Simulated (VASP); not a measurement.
# GaP (R-3m) in VASP: a series of runs

The runs below take GaP through single point, with LDA, PBEsol.

Program: VASP 6.6.1. These are calculated values, not measurements. Logs are shortened: lines on timing, memory, paths and dates and some standing lists are left out, and cuts for length are marked.

## (1) The cell of the first run

It takes space group R-3m (No. 166, trigonal). Conventional cell: a = 3.860 Å, b = 3.860 Å, c = 19.163 Å, α = 90.00°, β = 90.00°, γ = 120.00°. Within 3.2 Å of Ga (site symmetry 3m) lie 3 P at 2.39 Å and 1 Ga at 2.48 Å. Within 2.9 Å of P (site symmetry 3m) lie 1 P at 2.20 Å and 3 Ga at 2.39 Å.

## (2) Single point, LDA (20.61 Å³/atom)

Contents of INCAR:

```
SYSTEM = GaP
PREC = Accurate
ENCUT = 520
EDIFF = 1E-6
ISMEAR = -1
SIGMA = 0.05
LREAL = .FALSE.
LASPH = .TRUE.
NELM = 100
ALGO = Normal
ISIF = 2
LWAVE = .FALSE.
LCHARG = .FALSE.
NBANDS = 26
```

Contents of KPOINTS:

```
Automatic mesh
0
G
  8 8 8
  0 0 0
```

Contents of POSCAR:

```
GaP
1.0
    1.9299744123      1.1142712464      6.3876490005
   -1.9299744123      1.1142712464      6.3876490005
    0.0000000000     -2.2285424929      6.3876490005
Ga P
2 2
Direct
    0.5646280000      0.5646280000      0.5646280000
    0.4353720000      0.4353720000      0.4353720000
    0.9426110000      0.9426110000      0.9426110000
    0.0573890000      0.0573890000      0.0573890000
```

Potentials or basis: VASP PAW LDA potentials, release 64 (Ga_d, P).

Run with:

```
$ cat potpaw_LDA.64/Ga_d/POTCAR potpaw_LDA.64/P/POTCAR > POTCAR
$ mpirun -np 1 vasp_std > vasp.out
```

OUTCAR:

```text
SYSTEM = GaP
   PREC = Accurate
   ENCUT = 520
   EDIFF = 1E-6
   ISMEAR = -1
   LREAL = .FALSE.
   LASPH = .TRUE.
   NELM = 100
   ISIF = 2

 ion  position               nearest neighbor table
   1  0.565  0.565  0.565-   3 2.39   3 2.39   3 2.39   2 2.48
   2  0.435  0.435  0.435-   4 2.39   4 2.39   4 2.39   1 2.48
   3  0.943  0.943  0.943-   4 2.20   1 2.39   1 2.39   1 2.39
   4  0.057  0.057  0.057-   3 2.20   2 2.39   2 2.39   2 2.39

  LATTYP: Found a trigonal (rhomboedric) cell.
 ALAT       =     6.7652391973
 COS(alpha) =     0.8372328403

  Lattice vectors:

 A1 = (   1.9299744123,   1.1142712464,   6.3876490005)
 A2 = (  -1.9299744123,   1.1142712464,   6.3876490005)
 A3 = (   0.0000000000,  -2.2285424929,   6.3876490005)

Analysis of symmetry for initial positions (statically):
=====================================================================
 Subroutine PRICEL returns:
 Original cell was already a primitive cell.

 Routine SETGRP: Setting up the symmetry group for a
 trigonal (rhombohedral) supercell.

 Subroutine GETGRP returns: Found 12 space group operations
 (whereof 12 operations were pure point group operations)
 out of a pool of 12 trial point group operations.

The static configuration has the point symmetry D_3d.

Analysis of symmetry for dynamics (positions and initial velocities):
=====================================================================
 Subroutine PRICEL returns:
 Original cell was already a primitive cell.

 Routine SETGRP: Setting up the symmetry group for a
 trigonal (rhombohedral) supercell.

 Subroutine GETGRP returns: Found 12 space group operations
 (whereof 12 operations were pure point group operations)
 out of a pool of 12 trial point group operations.

The dynamic configuration has the point symmetry D_3d.

 Subroutine INISYM returns: Found 12 space group operations
 (whereof 12 operations are pure point group operations),
 and found     1 'primitive' translations

----------------------------------------------------------------------------------------

                                     Primitive cell

  volume of cell :      82.4204

  direct lattice vectors                    reciprocal lattice vectors
     1.929974412  1.114271246  6.387649000     0.259070792  0.149574592  0.052184040
    -1.929974412  1.114271246  6.387649000    -0.259070792  0.149574592  0.052184040
     0.000000000 -2.228542493  6.387649000     0.000000000 -0.299149183  0.052184040

  length of vectors
     6.765239197  6.765239197  6.765239197     0.303666607  0.303666607  0.303666607

  position of ions in fractional coordinates (direct lattice)
     0.564628000  0.564628000  0.564628000
     0.435372000  0.435372000  0.435372000
     0.942611000  0.942611000  0.942611000
     0.057389000  0.057389000  0.057389000

  ion indices of the primitive-cell ions
   primitive index   ion index
                 1           1
                 2           2
                 3           3
                 4           4

----------------------------------------------------------------------------------------

 KPOINTS: Automatic mesh

Automatic generation of k-mesh.
 Grid dimensions read from file:
 generate k-points for:    8    8    8

 Generating k-lattice:

  Cartesian coordinates                     Fractional coordinates (reciprocal lattice)
     0.032383849  0.018696824  0.006523005     0.125000000  0.000000000  0.000000000
    -0.032383849  0.018696824  0.006523005     0.000000000  0.125000000  0.000000000
     0.000000000 -0.037393648  0.006523005     0.000000000  0.000000000  0.125000000

  Length of vectors
     0.037958326  0.037958326  0.037958326

  Shift w.r.t. Gamma in fractional coordinates (k-lattice)
     0.000000000  0.000000000  0.000000000

 Subroutine IBZKPT returns following result:
 ===========================================

 Found     65 irreducible k-points:

 Following reciprocal coordinates:
            Coordinates               Weight
  0.000000  0.000000  0.000000      1.000000
  0.125000 -0.000000  0.000000      6.000000
  0.250000 -0.000000  0.000000      6.000000
  0.375000 -0.000000 -0.000000      6.000000
  0.500000 -0.000000  0.000000      3.000000
  0.125000  0.125000  0.000000      6.000000
[... 16 lines left out ...]
  0.250000  0.125000  0.125000      6.000000
  0.375000  0.125000  0.125000      6.000000
 [... further k-points ...]
   k-points           NKPTS =     65   k-points in BZ     NKDIM =     65   number of bands    NBANDS=     26
   number of dos      NEDOS =    301   number of ions     NIONS =      4
   total plane-waves  NPLWV = 125000
   dimension x,y,z NGX =    50 NGY =   50 NGZ =   50
   dimension x,y,z NGXF=   100 NGYF=  100 NGZF=  100
   ions per type =               2   2
   NGX,Y,Z   is equivalent  to a cutoff of  12.29, 12.29, 12.29 a.u.
   NGXF,Y,Z  is equivalent  to a cutoff of  24.57, 24.57, 24.57 a.u.
 SYSTEM =  GaP
   PREC   = accura    normal or accurate (medium, high low for compatibility)
   ISTART =      0    job   : 0-new  1-cont  2-samecut
   ICHARG =      2    charge: 1-file 2-atom 10-const
   ISPIN  =      1    spin polarized calculation?
   LNONCOLLINEAR =      F non collinear calculations
   LSORBIT =      F    spin-orbit coupling
   LASPH  =      T    aspherical Exc in radial PAW
   ENCUT  =  520.0 eV  38.22 Ry    6.18 a.u.  12.58 12.58 12.58*2*pi/ulx,y,z
   NELM   =    100;   NELMIN=  2; NELMDL= -5     # of ELM steps
   EDIFF  = 0.1E-05   stopping-criterion for ELM
   LREAL  =      F    real-space projection
   EDIFFG = 0.1E-04   stopping-criterion for IOM
   NSW    =      0    number of steps for IOM
   IBRION =     -1    ionic relax: 0-MD 1-quasi-New 2-CG
   NFREE  =      0    steps in history (QN), initial steepest desc. (CG)
   ISIF   =      2    stress and relaxation
   ISYM   =      2    0-nonsym 1-usesym 2-fastsym
   POTIM  = 0.5000    time-step for ionic-motion
   TEBEG  =    0.0;   TEEND  =   0.0 temperature during run
   PSTRESS=    0.0 pullay stress
   NELECT =      36.0000    total number of electrons
   NUPDOWN=      -1.0000    fix difference up-down
   EMIN   =  10.00;   EMAX   =-10.00  energy-range for DOS
   EFERMI =   0.00;   METHOD = LEGACY
   ISMEAR =    -1;   SIGMA  =   0.05  broadening in eV -4-tet -1-fermi 0-gaus
   EFERMI_NEDOS =   21; number of points for ismear=-14 and -15
   IALGO  =     38    algorithm
   IMIX   =      4    mixing-type and parameters
     AMIX     =   0.40;   BMIX     =  1.00
     AMIX_MAG =   1.60;   BMIX_MAG =  1.00
  volume/ion in A,a.u.               =      20.61       139.05
  Fermi-wavevector in a.u.,A,eV,Ry     =   1.242121  2.347269 20.991963  1.542866
  Thomas-Fermi vector in A             =   2.376490
   LORBIT       =      0    0 simple, 1 ext, 2 COOP (PROOUT), +10 PAW based schemes
   GGA     = CA    functional components
   LHFCALC =     F    Hartree Fock is set to
   AEXX    =    0.0000 exact exchange contribution
   IVDW    =     0    specifies the selected vdW correction
   LEPSILON=     F    determine dielectric tensor
   LRPA    =     F    only Hartree local field effects (RPA)
 non-spin polarized calculation
  energy-cutoff  :      520.00
  volume of cell :       82.42
 maximum number of plane-waves:      2237
   NGX = 25   NGY = 25   NGZ = 25

 number of electron      35.9999992 magnetization

 Free energy of the ion-electron system (eV)
  ---------------------------------------------------
  ext. energy  EPLUGINS =         0.00000000
  ---------------------------------------------------
  free energy    TOTEN  =       -20.36146287 eV

  energy without entropy =      -20.36145394  energy(sigma->0) =      -20.36145840

 E-fermi :   5.0298     XC(G=0): -10.0841

 val. band max:        4.6593520034   @ k =   0.0000   0.0000   0.0000
 cond. band min:       5.3868697400   @ k =   0.5000   0.5000   0.0000
 fundamental gap:      0.7275177366
 Fermi energy:         5.0298008138

 k-point     1 :       0.0000    0.0000    0.0000
  band No.  band energies     occupation
      1     -10.2818      2.00000
      2     -10.1501      2.00000
      3     -10.1501      2.00000
      4     -10.1358      2.00000
      5     -10.1358      2.00000
      6     -10.0817      2.00000
[... 18 lines left out ...]
     25       8.9714      0.00000
     26      12.5445      0.00000

 k-point     2 :       0.1250   -0.0000    0.0000
  band No.  band energies     occupation
      1     -10.2783      2.00000
      2     -10.1689      2.00000
      3     -10.1482      2.00000
      4     -10.1448      2.00000
      5     -10.1291      2.00000
      6     -10.0846      2.00000
[... 18 lines left out ...]
     25       9.5093      0.00000
     26      12.6385      0.00000

 k-point     3 :       0.2500   -0.0000    0.0000
  band No.  band energies     occupation
      1     -10.2710      2.00000
      2     -10.2080      2.00000
      3     -10.1630      2.00000
      4     -10.1450      2.00000
      5     -10.1128      2.00000
      6     -10.0920      2.00000
[... 18 lines left out ...]
     25      10.7791      0.00000
     26      11.7506      0.00000

 k-point     4 :       0.3750   -0.0000   -0.0000
  band No.  band energies     occupation
      1     -10.2657      2.00000
      2     -10.2411      2.00000
      3     -10.1769      2.00000
      4     -10.1431      2.00000
      5     -10.0999      2.00000
      6     -10.0965      2.00000
[... 18 lines left out ...]
     25      11.5190      0.00000
     26      11.7392      0.00000
[... 496 lines left out ...]
      1     -10.2815      2.00000
      2     -10.1498      2.00000
      3     -10.1498      2.00000
      4     -10.1361      2.00000
      5     -10.1361      2.00000
      6     -10.0820      2.00000
[... 18 lines left out ...]
     25       9.0530      0.00000
     26      12.5783      0.00000

 k-point    23 :       0.2500    0.1250    0.1250
  band No.  band energies     occupation
      1     -10.2777      2.00000
      2     -10.1692      2.00000
      3     -10.1471      2.00000
      4     -10.1449      2.00000
      5     -10.1299      2.00000
      6     -10.0850      2.00000
[... 18 lines left out ...]
     25       9.4418      0.00000
     26      12.2378      0.00000

 k-point    24 :       0.3750    0.1250    0.1250
  band No.  band energies     occupation
      1     -10.2693      2.00000
      2     -10.2097      2.00000
      3     -10.1619      2.00000
      4     -10.1439      2.00000
      5     -10.1136      2.00000
      6     -10.0926      2.00000
[... 18 lines left out ...]
     25      10.4330      0.00000
     26      11.6345      0.00000

 [... further k-points ...]

------------------------ aborting loop because EDIFF is reached ----------------------------------------

  FORCE on cell =-STRESS in cart. coord.  units (eV):
  Direction    XX          YY          ZZ          XY          YZ          ZX
  --------------------------------------------------------------------------------------
  -------------------------------------------------------------------------------------
  Total       -1.8230534     -1.8230534     -1.6009454      0.0000000      0.0000000      0.0000000
  in kB      -35.4384892    -35.4384892    -31.1209138      0.0000000      0.0000000      0.0000000
  external PRESSURE =     -33.9992974 kB  Pullay stress =       0.0000000 kB

 VOLUME and BASIS-vectors are now :
 -----------------------------------------------------------------------------
  energy-cutoff  :      520.00
  volume of cell :       82.42
      direct lattice vectors                 reciprocal lattice vectors
     1.929974412  1.114271246  6.387649000     0.259070792  0.149574592  0.052184040
    -1.929974412  1.114271246  6.387649000    -0.259070792  0.149574592  0.052184040
     0.000000000 -2.228542493  6.387649000     0.000000000 -0.299149183  0.052184040

 POSITION                                       TOTAL-FORCE (eV/Angst)
 -----------------------------------------------------------------------------------
      0.00000     -0.00000     10.81994         0.000000      0.000000     -0.076740
      0.00000     -0.00000      8.34301         0.000000     -0.000000      0.076740
      0.00000     -0.00000     18.06320         0.000000      0.000000     -0.142230
      0.00000     -0.00000      1.09974         0.000000     -0.000000      0.142230
 -----------------------------------------------------------------------------------
    total drift:                                0.000000     -0.000000      0.000000

  FREE ENERGIE OF THE ION-ELECTRON SYSTEM (eV)
  ---------------------------------------------------
  free  energy   TOTEN  =       -20.3614628734 eV

  energy  without entropy=      -20.3614539353  energy(sigma->0) =      -20.36145840
```

It took 4.7 min on 1 thread of Intel Xeon Platinum 8488C (Sapphire Rapids), shared host; peak memory 0.33 GiB.

What came out:

| Quantity | Value |
| --- | --- |
| Free energy | -20.3615 eV |
| Pressure | -3.4 GPa |
| Largest force | 0.142 eV/Å |
| Band gap on the k mesh | 0.73 eV (least direct gap 1.00 eV) |

Forces on the atoms (eV/Å):
```
Ga   0.000  0.000 -0.077
Ga   0.000  0.000  0.077
P    0.000  0.000 -0.142
P    0.000  0.000  0.142
```

Caveat: the cell stands under tension.

## (3) Single point, PBEsol (20.61 Å³/atom)

Contents of INCAR:

```
ALGO = Normal
EDIFF = 1E-6
ENCUT = 520
GGA = PS
ISIF = 2
ISMEAR = -1
LASPH = T
LCHARG = F
LREAL = F
LWAVE = F
NBANDS = 26
NELM = 60
PREC = Accurate
SIGMA = 0.05
```

Contents of KPOINTS:

```
k-points
0
Gamma
  8 8 8
```

POSCAR is that of step 2.

Potentials or basis: VASP PAW PBE potentials, release 64 (Ga_d, P).

Run with:

```
$ cat potpaw_PBE.64/Ga_d/POTCAR potpaw_PBE.64/P/POTCAR > POTCAR
$ mpirun -np 1 vasp_std > vasp.out
```

Wall time 5 min (1 thread of Intel Xeon Platinum 8488C (Sapphire Rapids), shared host); peak memory 0.4 GiB.

Results (log left out):

```yaml
Free_energy: -19.3226 eV
Pressure: -1.5 GPa
Largest_force: 0.142 eV/Å
Band_gap_on_the_k_mesh: 0.74 eV (least direct gap 1.05 eV)
```

Forces in eV/Å, atoms in the order of the input:
```
Ga   0.000  0.000 -0.072
Ga   0.000  0.000  0.072
P    0.000  0.000 -0.142
P    0.000  0.000  0.142
```

Stress tensor (GPa, compression positive):
```
-1.66  0.00  0.00
 0.00 -1.66  0.00
 0.00  0.00 -1.02
```

Levels at points of the mesh, in eV from the valence-band top:
```tsv
k point	band 14	band 15	band 16	band 17	band 18	band 19	band 20	band 21	band 22	band 23
(0.00, 0.00, 0.00)	-1.84	-1.84	-0.26	0.00	0.00	1.05	1.62	2.72	3.63	3.63
(0.50, 0.00, 0.00)	-5.66	-4.58	-2.91	-2.76	-1.80	1.51	2.62	3.63	4.40	6.20
(0.50, 0.50, 0.00)	-6.90	-3.88	-3.19	-1.25	-0.53	0.74	1.34	1.48	3.97	4.06
(0.50, 0.50, 0.50)	-3.76	-1.75	-1.75	-0.26	-0.26	1.08	2.36	3.80	3.80	5.00
```

Caveat: the PAW data sets were made with another functional, which shifts forces and pressure a little.

## (4) Single point, LDA (21.03 Å³/atom)

This run uses another cell than the first one, of 21.03 Å³/atom.

Contents of INCAR:

```
PREC = Accurate
ENCUT = 520
EDIFF = 1E-7
ISMEAR = -1
SIGMA = 0.05
LREAL = F
LASPH = T
NELM = 100
ALGO = Normal
ISIF = 2
LWAVE = F
LCHARG = F
NBANDS = 26
```

Contents of KPOINTS:

```
Automatic mesh
0
Gamma
  8 8 8
```

Contents of POSCAR:

```
GaP
1.0
    1.9430151755      1.1218003346      6.4308101003
   -1.9430151755      1.1218003346      6.4308101003
    0.0000000000     -2.2436006692      6.4308101003
Ga P
2 2
Direct
    0.5646280000      0.5646280000      0.5646280000
    0.4353720000      0.4353720000      0.4353720000
    0.9426110000      0.9426110000      0.9426110000
    0.0573890000      0.0573890000      0.0573890000
```

Potentials or basis: VASP PAW LDA potentials, release 64 (Ga_d, P).

Run with:

```
$ cat potpaw_LDA.64/Ga_d/POTCAR potpaw_LDA.64/P/POTCAR > POTCAR
$ mpirun -np 1 vasp_std > vasp.out
```

OUTCAR:

```text
PREC = Accurate
   ENCUT = 520
   EDIFF = 1E-7
   ISMEAR = -1
   LREAL = F
   LASPH = T
   NELM = 100
   ISIF = 2

 ion  position               nearest neighbor table
   1  0.565  0.565  0.565-   3 2.40   3 2.40   3 2.40   2 2.49
   2  0.435  0.435  0.435-   4 2.40   4 2.40   4 2.40   1 2.49
   3  0.943  0.943  0.943-   4 2.21   1 2.40   1 2.40   1 2.40
   4  0.057  0.057  0.057-   3 2.21   2 2.40   2 2.40   2 2.40

  LATTYP: Found a trigonal (rhomboedric) cell.
 ALAT       =     6.8109516596
 COS(alpha) =     0.8372328403
[... 893 lines left out ...]
  Direction    XX          YY          ZZ          XY          YZ          ZX
  --------------------------------------------------------------------------------------
  -------------------------------------------------------------------------------------
  Total       -2.5094599     -2.5094599     -2.4205854      0.0000000     -0.0000000      0.0000000
  in kB      -47.8059714    -47.8059714    -46.1128863      0.0000000     -0.0000000      0.0000000
  external PRESSURE =     -47.2416097 kB  Pullay stress =       0.0000000 kB

 VOLUME and BASIS-vectors are now :
 -----------------------------------------------------------------------------
  energy-cutoff  :      520.00
  volume of cell :       84.10
      direct lattice vectors                 reciprocal lattice vectors
     1.943015176  1.121800335  6.430810100     0.257332010  0.148570705  0.051833801
    -1.943015176  1.121800335  6.430810100    -0.257332010  0.148570705  0.051833801
     0.000000000 -2.243600669  6.430810100     0.000000000 -0.297141410  0.051833801

 POSITION                                       TOTAL-FORCE (eV/Angst)
 -----------------------------------------------------------------------------------
      0.00000      0.00000     10.89305         0.000000     -0.000000     -0.050132
      0.00000      0.00000      8.39938         0.000000      0.000000      0.050132
      0.00000      0.00000     18.18526         0.000000      0.000000     -0.089686
      0.00000      0.00000      1.10717         0.000000      0.000000      0.089686
 -----------------------------------------------------------------------------------
    total drift:                                0.000000      0.000000      0.000000

  FREE ENERGIE OF THE ION-ELECTRON SYSTEM (eV)
  ---------------------------------------------------
  free  energy   TOTEN  =       -20.3188718349 eV

  energy  without entropy=      -20.3188622239  energy(sigma->0) =      -20.31886703
```

It took 5.8 min on 1 thread of Intel Xeon Platinum 8488C (Sapphire Rapids), shared host; peak memory 0.35 GiB.

Results:

```
Free energy            : -20.3189 eV
Pressure               : -4.7 GPa
Largest force          : 0.090 eV/Å
Band gap on the k mesh : 0.72 eV (least direct gap 0.97 eV)
```

Forces in eV/Å, atoms in the order of the input:
```
Ga   0.000  0.000 -0.050
Ga   0.000  0.000  0.050
P    0.000  0.000 -0.090
P    0.000  0.000  0.090
```

Caveat: the cell stands under tension. A k mesh can miss the band edges.

(Continued in part 2 of 2.)
